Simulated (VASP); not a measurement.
# BeS (F-43m) in VASP: vibrations by perturbation theory with PBEsol

Aim: the vibrations by perturbation theory of BeS with PBEsol.

All numbers are computed with VASP 6.6.1; they aren't measurements. Logs are shortened: lines on timing, memory, paths and dates and some standing lists are left out, and cuts for length are marked.

## (1) The cell of the first run

The structure is cubic, space group F-43m (No. 216). Conventional cell: a = 4.838 Å, b = 4.838 Å, c = 4.838 Å, α = 90.00°, β = 90.00°, γ = 90.00°. Be (site symmetry -43m) has 4 S at 2.09 Å within 2.8 Å. S (site symmetry -43m) has 4 Be at 2.09 Å within 2.8 Å.

## (2) Vibrations by perturbation theory, PBEsol

File INCAR:

```
SYSTEM = BeS
ALGO = Normal ; EDIFF = 1E-8
ENCUT = 520 ; GGA = PS
IBRION = 8 ; ISIF = 2
ISMEAR = 0 ; LASPH = .True.
LCHARG = .False. ; LEPSILON = .True.
LREAL = .False. ; LWAVE = .False.
NELM = 60 ; NSW = 1
PREC = Accurate ; SIGMA = 0.01
```

File KPOINTS:

```
k-points
0
Gamma
  8 8 8
  0 0 0
```

File POSCAR:

```
BeS
1.0
    0.0000000000      2.4187851319      2.4187851319
    2.4187851319      0.0000000000      2.4187851319
    2.4187851319      2.4187851319      0.0000000000
Be S
1 1
Direct
    0.0000000000      0.0000000000      0.0000000000
    0.7500000000      0.7500000000      0.7500000000
```

Potentials or basis: VASP PAW PBE potentials, release 64 (Be, S).

Command:

```console
$ cat potpaw_PBE.64/Be/POTCAR potpaw_PBE.64/S/POTCAR > POTCAR
$ mpirun -np 1 vasp_std > vasp.out
```

OUTCAR:

```text
SYSTEM = BeS
   EDIFF = 1E-8
   ENCUT = 520
   GGA = PS
   IBRION = 8
   ISIF = 2
   ISMEAR = 0
   LASPH = .True.
   LEPSILON = .True.
   LREAL = .False.
   NELM = 60
   NSW = 1
   PREC = Accurate

 ion  position               nearest neighbor table
   1  0.000  0.000  0.000-   2 2.09   2 2.09   2 2.09   2 2.09
   2  0.750  0.750  0.750-   1 2.09   1 2.09   1 2.09   1 2.09

  LATTYP: Found a face centered cubic cell.
 ALAT       =     4.8375702638

  Lattice vectors:

 A1 = (   0.0000000000,   2.4187851319,   2.4187851319)
 A2 = (   2.4187851319,   0.0000000000,   2.4187851319)
 A3 = (   2.4187851319,   2.4187851319,   0.0000000000)

Analysis of symmetry for initial positions (statically):
=====================================================================
 Subroutine PRICEL returns:
 Original cell was already a primitive cell.

 Routine SETGRP: Setting up the symmetry group for a
 face centered cubic supercell.

 Subroutine GETGRP returns: Found 24 space group operations
 (whereof 24 operations were pure point group operations)
 out of a pool of 48 trial point group operations.

The static configuration has the point symmetry T_d .

Analysis of symmetry for dynamics (positions and initial velocities):
=====================================================================
 Subroutine PRICEL returns:
 Original cell was already a primitive cell.

 Routine SETGRP: Setting up the symmetry group for a
 face centered cubic supercell.

 Subroutine GETGRP returns: Found 24 space group operations
 (whereof 24 operations were pure point group operations)
 out of a pool of 48 trial point group operations.

The dynamic configuration has the point symmetry T_d .

 Subroutine INISYM returns: Found 24 space group operations
 (whereof 24 operations are pure point group operations),
 and found     1 'primitive' translations

[... 497 lines left out ...]
     0.00000  4.76558  0.00726

 MACROSCOPIC STATIC DIELECTRIC TENSOR (including local field effects in DFT)
 ------------------------------------------------------
           5.424467     0.000000    -0.000000
           0.000000     5.424467    -0.000000
           0.000000    -0.000000     5.424467
 ------------------------------------------------------

 PIEZOELECTRIC TENSOR (including local field effects)  for field in x, y, z        (e  Angst)
          XX          YY          ZZ          XY          YZ          ZX
  --------------------------------------------------------------------------------
  x    -0.00000     0.00000    -0.00000     0.00000     1.12908     0.00000
  y    -0.00000     0.00000    -0.00000    -0.00000     0.00000     1.12908
  z    -0.00000     0.00000     0.00000     1.12908    -0.00000    -0.00000

 PIEZOELECTRIC TENSOR (including local field effects)  for field in x, y, z        (C/m^2)
          XX          YY          ZZ          XY          YZ          ZX
  --------------------------------------------------------------------------------
  x    -0.00000     0.00000    -0.00000     0.00000     0.63916     0.00000
  y    -0.00000     0.00000    -0.00000    -0.00000     0.00000     0.63916
  z    -0.00000     0.00000     0.00000     0.63916    -0.00000    -0.00000

 BORN EFFECTIVE CHARGES (including local field effects) (in |e|, cummulative output)
 ---------------------------------------------------------------------------------
 ion    1
    1     1.59360     0.00000    -0.00000
    2    -0.00000     1.59360     0.00000
    3     0.00000    -0.00000     1.59360
 ion    2
    1    -1.59360     0.00000     0.00000
    2     0.00000    -1.59360    -0.00000
    3    -0.00000     0.00000    -1.59360

 INTERNAL STRAIN TENSOR FOR ION    2 for displacements in x,y,z  (eV/Angst):
          X           Y           Z          XY          YZ          ZX
  --------------------------------------------------------------------------------
  x     0.00000     0.00000     0.00000     0.00000     4.76558     0.00000
  y     0.00000     0.00000     0.00000     0.00000     0.00000     4.76558
  z     0.00000     0.00000     0.00000     4.76558     0.00000     0.00000

 SECOND DERIVATIVES (NOT SYMMETRIZED)
 ------------------------------------
               1X          1Y          1Z          2X          2Y          2Z
  1X    -8.629497    0.000000    0.000000    8.629497    0.000000    0.000000
  1Y     0.000000   -8.629497    0.000000    0.000000    8.629497    0.000000
  1Z     0.000000    0.000000   -8.629497    0.000000    0.000000    8.629497
  2X     8.625337    0.000000    0.000000   -8.625337    0.000000    0.000000
  2Y     0.000000    8.625337    0.000000    0.000000   -8.625337    0.000000
  2Z     0.000000    0.000000    8.625337    0.000000    0.000000   -8.625337

 Eigenvectors and eigenvalues of the dynamical matrix
 ----------------------------------------------------

   1 f  =   17.313040 THz   108.781042 2PiTHz  577.500868 cm-1    71.600950 meV
             X         Y         Z           dx          dy          dz
      0.000000  0.000000  0.000000     0.000000    0.883559    0.000000
      3.628178  3.628178  3.628178     0.000000   -0.468320    0.000000
[... 21 lines left out ...]
   6 f/i=    0.001727 THz     0.010850 2PiTHz    0.057602 cm-1     0.007142 meV
             X         Y         Z           dx          dy          dz
      0.000000  0.000000  0.000000     0.000000    0.000000   -0.468320
      3.628178  3.628178  3.628178     0.000000    0.000000   -0.883559

--------------------------------------------------------------------------------------------------------

 MACROSCOPIC STATIC DIELECTRIC TENSOR IONIC CONTRIBUTION
 ------------------------------------------------------
           1.882014    -0.000000     0.000000
          -0.000000     1.882014     0.000000
           0.000000     0.000000     1.882014
 ------------------------------------------------------

 ELASTIC MODULI CONTR FROM IONIC RELAXATION (kBar)
 Direction    XX          YY          ZZ          XY          YZ          ZX
 --------------------------------------------------------------------------------
 XX          -0.0000      0.0000      0.0000     -0.0000      0.0000      0.0000
 YY           0.0000     -0.0000      0.0000     -0.0000     -0.0000     -0.0000
 ZZ           0.0000      0.0000     -0.0000      0.0000     -0.0000      0.0000
 XY          -0.0000     -0.0000      0.0000   -150.9675      0.0000      0.0000
 YZ           0.0000     -0.0000     -0.0000      0.0000   -150.9675      0.0000
 ZX           0.0000     -0.0000      0.0000      0.0000      0.0000   -150.9675
 --------------------------------------------------------------------------------

 PIEZOELECTRIC TENSOR IONIC CONTR  for field in x, y, z        (C/m^2)
          XX          YY          ZZ          XY          YZ          ZX
  --------------------------------------------------------------------------------
  x     0.00000    -0.00000    -0.00000     0.00000    -0.50156     0.00000
  y     0.00000    -0.00000     0.00000    -0.00000     0.00000    -0.50156
  z    -0.00000    -0.00000     0.00000    -0.50156    -0.00000     0.00000
```

Wall time 3.2 min (1 thread of Intel Xeon Platinum 8259CL at 2.50GHz (Skylake/Cascade Lake), shared host); peak memory 0.21 GiB.

Results:

- Electronic dielectric tensor (diagonal): 5.42
- Born charges (mean of the diagonal): Be +1.59; S -1.59 e
- Highest phonon frequency at Γ, LO-TO splitting left out: 578 cm⁻¹

Phonon frequencies in cm⁻¹ (negative: imaginary):
```csv
q point,frequencies
"(0.000, 0.000, 0.000)",0 0 0 578 578 578
```

Electronic dielectric tensor:
```
5.42 0.00 0.00
0.00 5.42 0.00
0.00 0.00 5.42
```

Born effective charge tensors (e):
atom 1, Be
```
1.59 0.00 0.00
0.00 1.59 0.00
0.00 0.00 1.59
```
atom 2, S
```
-1.59  0.00  0.00
 0.00 -1.59  0.00
 0.00  0.00 -1.59
```
